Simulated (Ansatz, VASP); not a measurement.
# Na: VASP beside Ansatz

```xyz
1
Lattice="-2.2828 2.2828 2.2828 2.2828 -2.2828 2.2828 2.2828 2.2828 -2.2828" Properties=species:S:1:pos:R:3 pbc="T T T"
Na    0.0000    0.0000    0.0000
```

Alike in both runs: task relaxation of cell and atoms; functional PBEsol; k mesh 14 × 14 × 14; occupations gaussian, width 0.1 eV; no spin polarisation.

```csv
,VASP,Ansatz
version,VASP 6.6.1,Ansatz 0.2.0
potentials or method,"VASP PAW PBE potentials, release 64 (Na_pv), cutoff 600 eV","scalar-relativistic, plane waves, PAW"
valence electrons in the cell,7,9
```

|  | VASP | Ansatz | Ansatz less VASP |
| --- | --- | --- | --- |
| gap on the k mesh at the Fermi level, each at its own relaxed structure (eV) | none | none | - |
| relaxed volume (Å³/atom) | 36.18 | 36.42 | +0.248 |
| relaxed length of the cell vector where the two differ most in proportion (Å) | 3.609 | 3.617 | +0.0082 |

VASP's potentials were made for PBE, not for PBEsol. A gap of «none» marks a metal or a gap that the smearing closes. VASP's potentials hold 7 valence electrons a cell and Ansatz's 9, so a difference there can come from the potentials and not from the codes.

Noted on VASP's run: the volume moved by over 15 % at a fixed basis, so the end points are rough.
